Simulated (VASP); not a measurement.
Here is a VASP 6.6.1 calculation.

Contents of INCAR:

```
SYSTEM = Na
PREC     = Accurate       ! precision mode
ENCUT    = 520            ! plane-wave cutoff, eV
EDIFF    = 1E-7           ! SCF threshold, eV
ISMEAR   = -1             ! smearing method
SIGMA    = 0.1            ! smearing width, eV
LREAL    = .False.        ! projectors in reciprocal space
LASPH    = .True.         ! aspherical terms in the spheres
NELM     = 80             ! most SCF steps
ALGO     = Normal         ! electronic algorithm
ISIF     = 2              ! what is computed and relaxed
LWAVE    = .False.        ! write WAVECAR
LCHARG   = .False.        ! write CHGCAR
GGA      = PE             ! functional
NBANDS   = 22             ! bands
```

File KPOINTS:

```
Automatic mesh
0
Gamma
  8 8 5
  0 0 0
```

File POSCAR:

```
Na
1.0
    3.4745759617      0.0000000000      0.0000000000
   -1.7372879809      3.0090710502      0.0000000000
    0.0000000000      0.0000000000     11.0530987613
Na
4
Direct
    0.0000000000      0.0000000000      0.0000000000
    0.0000000000      0.0000000000      0.5000000000
    0.3333333333      0.6666666667      0.2500000000
    0.6666666667      0.3333333333      0.7500000000
```

Potentials or basis: VASP PAW PBE potentials, release 64 (Na_pv).

Run with:

```bash
$ cat potpaw_PBE.64/Na_pv/POTCAR > POTCAR
$ mpirun -np 1 vasp_std > vasp.out
```

Q: Predict the band gap on the k mesh.

A: Zero (bands 14 and 15 overlap by 3.74 eV).

Q: Estimate the pressure.

A: 3.1 GPa.

Caveat: the cell stands under pressure.
